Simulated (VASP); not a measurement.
A run of VASP 6.6.1 is set up as follows.

INCAR

```
PREC     = Accurate       # precision mode
ENCUT    = 520            # plane-wave cutoff, eV
EDIFF    = 1E-6           # SCF threshold, eV
ISMEAR   = 0              # smearing method
SIGMA    = 0.1            # smearing width, eV
LREAL    = F              # projectors in reciprocal space
LASPH    = T              # aspherical terms in the spheres
NELM     = 100            # most SCF steps
ALGO     = Normal         # electronic algorithm
ISIF     = 2              # what is computed and relaxed
LWAVE    = F              # write WAVECAR
LCHARG   = F              # write CHGCAR
GGA      = PE             # functional
NBANDS   = 49             # bands
```

File KPOINTS:

```
Automatic mesh
0
Gamma
  4 4 4
```

The input POSCAR:

```
LiGeBr3
1.0
   -3.3808646600      3.3808646600      4.7812646600
    3.3808646600     -3.3808646600      4.7812646600
    3.3808646600      3.3808646600     -4.7812646600
Li Ge Br
2 2 6
Direct
    0.7500000000      0.2500000000      0.5000000000
    0.2500000000      0.7500000000      0.5000000000
    0.5000000000      0.5000000000      0.0000000000
    0.0000000000      0.0000000000      0.0000000000
    0.2654407000      0.7654407000      0.0308814000
    0.7654407000      0.7345593000      0.5000000000
    0.7500000000      0.7500000000      0.0000000000
    0.7345593000      0.2345593000      0.9691186000
    0.2345593000      0.2654407000      0.5000000000
    0.2500000000      0.2500000000      0.0000000000
```

Potentials or basis: VASP PAW PBE potentials, release 64 (Li_sv, Ge_d, Br).

Command:

```console
$ cat potpaw_PBE.64/Li_sv/POTCAR potpaw_PBE.64/Ge_d/POTCAR potpaw_PBE.64/Br/POTCAR > POTCAR
$ mpirun -np 1 vasp_std > vasp.out
```

Question: Estimate the band gap on the k mesh.

Answer: Zero (bands 38 and 39 overlap by 0.26 eV).

Question: Predict the largest force.

Answer: 0.439 eV/Å.

Forces in eV/Å, atoms in the order of the input:
```
Li   0.000  0.000  0.000
Li   0.000  0.000  0.000
Ge   0.000  0.000  0.000
Ge   0.000  0.000  0.000
Br   0.311  0.311  0.000
Br  -0.311  0.311  0.000
Br   0.000  0.000  0.000
Br  -0.311 -0.311  0.000
Br   0.311 -0.311  0.000
Br   0.000  0.000  0.000
```
